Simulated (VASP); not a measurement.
A run of VASP 6.6.1 is set up as follows.

Contents of INCAR:

```
SYSTEM = GdSi2
PREC = Accurate
ENCUT = 520
EDIFF = 1E-6
ISMEAR = -1
SIGMA = 0.05
LREAL = .FALSE.
LASPH = .TRUE.
NELM = 150
ALGO = Normal
ISIF = 2
LWAVE = .FALSE.
LCHARG = .FALSE.
ISPIN = 2
MAGMOM = 7 0 0
LORBIT = 11
LMAXMIX = 6
GGA = CA
NBANDS = 24
```

KPOINTS

```
regular mesh
0
G
  8 8 7
  0 0 0
```

The input POSCAR:

```
GdSi2
1.0
    3.9904906827      0.0000000000      0.0000000000
   -1.9952453414      3.4558663048      0.0000000000
    0.0000000000      0.0000000000      4.0024745050
Gd Si
1 2
Direct
    0.0000000000      0.0000000000      0.0000000000
    0.6666666667      0.3333333333      0.5000000000
    0.3333333333      0.6666666667      0.5000000000
```

Potentials or basis: VASP PAW PBE potentials, release 64 (Gd, Si).

The run is started by

```bash
$ cat potpaw_PBE.64/Gd/POTCAR potpaw_PBE.64/Si/POTCAR > POTCAR
$ mpirun -np 1 vasp_std > vasp.out
```

Question: Estimate the site moments.

Answer: Gd +6.64; Si -0.05 μB.

Question: Predict the pressure.

Answer: 0.0 GPa.

Question: Estimate the net moment.

Answer: 6.59 μB per cell.

Stress tensor (GPa, compression positive):
```
 1.31  0.00  0.00
 0.00  1.31  0.00
 0.00  0.00 -2.51
```

Caveat: the PAW data sets were made with another functional, which shifts forces and pressure a little. The state reached can hang on the start; a lower one may exist.
